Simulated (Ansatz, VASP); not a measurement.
# One calculation of Au, two programs

The input INCAR:

```
ALGO     = Normal         # electronic algorithm
EDIFF    = 1E-6           # SCF threshold, eV
ENCUT    = 520            # plane-wave cutoff, eV
GGA      = PS             # functional
ISIF     = 2              # what is computed and relaxed
ISMEAR   = 0              # smearing method
LASPH    = T              # aspherical terms in the spheres
LCHARG   = T              # write CHGCAR
LELF     = T              # ELF
LREAL    = F              # projectors in reciprocal space
LVHAR    = T            
LWAVE    = F              # write WAVECAR
NBANDS   = 12             # bands
NELM     = 80             # most SCF steps
PREC     = Accurate       # precision mode
SIGMA    = 0.15           # smearing width, eV
```

Contents of KPOINTS:

```
k-points
0
Gamma
  20 20 20
```

POSCAR

```
Au
1.0
   -1.6158372750      1.6158372750      1.7401324500
    1.6158372750     -1.6158372750      1.7401324500
    1.6158372750      1.6158372750     -1.7401324500
Au
1
Direct
    0.0000000000      0.0000000000      0.0000000000
```

Input for Ansatz:

```yaml
crystal:
  lattice:
    - [-1.615837275, 1.615837275, 1.74013245]
    - [1.615837275, -1.615837275, 1.74013245]
    - [1.615837275, 1.615837275, -1.74013245]
  atoms:
    - { symbol: Au, position: [0.0, 0.0, 0.0] }
basis:
  ecutwfc: 420
kpoints:
  mp_grid: { grid: [20, 20, 20] }
hamiltonian:
  xc: pbesol
scf:
  occupations: { method: gaussian, width: 0.15 }
output:
  forces: true
  stress: true
  eigenvalues: true
```

Change from the starting cell: strain -0.025 along x and y, +0.050 along z, atoms carried along.

Alike in both runs: task single point; functional PBEsol; k mesh 20 × 20 × 20; occupations gaussian, width 0.15 eV; no spin polarisation.

|  | VASP | Ansatz |
| --- | --- | --- |
| version | VASP 6.6.1 | Ansatz 0.2.0 |
| potentials or method | VASP PAW PBE potentials, release 64 (Au), cutoff 520 eV | scalar-relativistic, plane waves, PAW |
| valence electrons in the cell | 11 | 19 |

```tsv
	VASP	Ansatz	Ansatz less VASP
gap on the k mesh at the Fermi level (eV)	none	none	-
pressure (GPa)	-9.4	-9.2	+0.21
traceless stress, the component that is largest in VASP (GPa)	0.33	0.33	-0.007
```

VASP's potentials were made for PBE, not for PBEsol. A gap of «none» marks a metal or a gap that the smearing closes. The functional is the same, so the differences come from potentials, cutoffs and numerics. VASP's potentials hold 11 valence electrons a cell and Ansatz's 19, so a difference there can come from the potentials and not from the codes.

Spin-orbit coupling is off throughout.
